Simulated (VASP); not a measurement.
Here is a VASP 6.6.1 calculation.

File INCAR:

```
SYSTEM = LaF5
PREC     = Accurate       ! precision mode
ENCUT    = 520            ! plane-wave cutoff, eV
EDIFF    = 1E-7           ! SCF threshold, eV
ISMEAR   = 0              ! smearing method
SIGMA    = 0.1            ! smearing width, eV
LREAL    = .FALSE.        ! projectors in reciprocal space
LASPH    = .TRUE.         ! aspherical terms in the spheres
NELM     = 60             ! most SCF steps
ALGO     = Normal         ! electronic algorithm
ISIF     = 2              ! what is computed and relaxed
LWAVE    = .FALSE.        ! write WAVECAR
LCHARG   = .FALSE.        ! write CHGCAR
GGA      = PE             ! functional
NBANDS   = 32             ! bands
```

KPOINTS

```
regular mesh
0
G
  4 4 4
  0 0 0
```

POSCAR

```
LaF5
1.0
    0.0000000000      3.5082681400      3.5082681400
    3.5082681400      0.0000000000      3.5082681400
    3.5082681400      3.5082681400      0.0000000000
La F
1 5
Direct
    0.0000000000      0.0000000000      0.0000000000
    0.1250000000      0.6250000000      0.6250000000
    0.6250000000      0.6250000000      0.6250000000
    0.6250000000      0.1250000000      0.6250000000
    0.6250000000      0.6250000000      0.1250000000
    0.2500000000      0.2500000000      0.2500000000
```

Potentials or basis: VASP PAW PBE potentials, release 64 (La, F).

Launch:

```sh
$ cat potpaw_PBE.64/La/POTCAR potpaw_PBE.64/F/POTCAR > POTCAR
$ mpirun -np 1 vasp_std > vasp.out
```

Task: Estimate the pressure.

Result: -13.5 GPa.

Task: What does it give for the band gap on the k mesh?

Result: Zero (band 23 reaches 0.65 eV, above the bottom of band 24 at 0.28 eV).

Caveat: the k points lie up to 0.39 Å⁻¹ apart; spin-orbit coupling is left out, which moves the levels of the heavy elements.
